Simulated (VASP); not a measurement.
Set up this calculation in VASP 6.6.1, as the native input.

| Item | Value |
| --- | --- |
| Task | relaxation of the atoms |
| Functional | PBE |
| Dispersion | D3(BJ) |
| Potentials or basis | VASP PAW PBE potentials, release 64 (C, H, F) |
| Cutoff | 520 eV |
| k mesh | 1 × 1 × 1 |
| Occupations | fermi-dirac, width 0.02 eV |
| Spin | no spin polarisation |
| Dipole correction | no |
| Further INCAR settings | LREAL = Auto; ALGO = Normal; EDIFF = 1e-06; IBRION = 2; EDIFFG = -0.3; NSW = 35 |

The structure of H7C2F lies in POSCAR:

```
H7C2F
1.0
    7.2304270000      0.0000000000      0.0000000000
    0.0000000000      7.2304270000      0.0000000000
    0.0000000000      0.0000000000      7.2304270000
C H F
6 21 3
Direct
    0.5196310000      0.9976838000      0.6895038000
    0.4150396000      0.9057259000      0.5312153000
    0.1410020000      1.0878646000      0.0518767000
    0.2422048000      0.9053419000      0.0817823000
    0.4353403000      0.4344202000      0.2455798000
    0.4370393000      0.4297165000      0.0348054000
    0.5654446000      0.8957204000      0.7912365000
    0.6421010000      1.0704899000      0.6390521000
    0.4326552000      1.0983280000      0.7612738000
    0.3692259000      1.0076893000      0.4294826000
    0.5020154000      0.8050817000      0.4594452000
    0.2925696000      0.8329198000      0.5816670000
    0.2008963000      1.1653146000     -0.0632716000
   -0.0050987000      1.0648598000      0.0207258000
    0.1485346000      1.1753097000      0.1749279000
    0.1823104000      0.8278919000      0.1969306000
    0.2346721000      0.8178967000     -0.0412689000
    0.3883054000      0.9283467000      0.1129332000
    0.4338595000      0.5765262000      0.2970450000
    0.3133819000      0.3642725000      0.3008106000
    0.5574589000      0.3661184000      0.3027368000
    0.4385201000      0.2876105000     -0.0166598000
    0.3149207000      0.4980184000     -0.0223515000
    0.5589977000      0.4998643000     -0.0204254000
    0.6634337000      0.4837817000      0.5359021000
    1.0182628000      0.3823964000     -0.0109141000
    0.9721756000      0.9636875000      0.5772171000
    0.6250646000      0.3819590000      0.6054909000
    0.9236131000      0.3643938000      0.0751089000
    0.9775918000      0.8856034000      0.6799604000
```

These files were run (other wordings do the same):

INCAR

```
SYSTEM = H7C2F
ALGO = Normal
EDIFF = 1E-6
EDIFFG = -0.3
ENCUT = 520
GGA = PE
IBRION = 2
ISIF = 2
ISMEAR = -1
IVDW = 12
LASPH = .True.
LCHARG = .False.
LREAL = Auto
LWAVE = .False.
NELM = 80
NSW = 35
PREC = Accurate
SIGMA = 0.02
```

KPOINTS

```
k-points
0
Gamma
  1 1 1
  0 0 0
```

Potentials or basis: VASP PAW PBE potentials, release 64 (C, H, F).

Run with:

```bash
$ cat potpaw_PBE.64/C/POTCAR potpaw_PBE.64/H/POTCAR potpaw_PBE.64/F/POTCAR > POTCAR
$ mpirun -np 1 vasp_gam > vasp.out
```

Results of the run:

* Energy gained by relaxing: 12.8 meV/atom
* Ionic steps: 17
* Pressure after relaxing: 0.7 GPa
* Largest force after relaxing: 0.280 eV/Å
* Band gap on the k mesh: 5.76 eV
* Dispersion energy per atom: -0.030 eV

Caveat: the k points lie up to 0.87 Å⁻¹ apart; the relaxation stopped at a loose force limit of 0.3 eV/Å, so its end isn't a converged minimum.

It took 9.6 min on 1 thread of Intel(R) Xeon(R) Platinum 8259CL CPU @ 2.50GHz (Skylake/Cascade Lake) (shared host), peak memory 0.41 GiB.
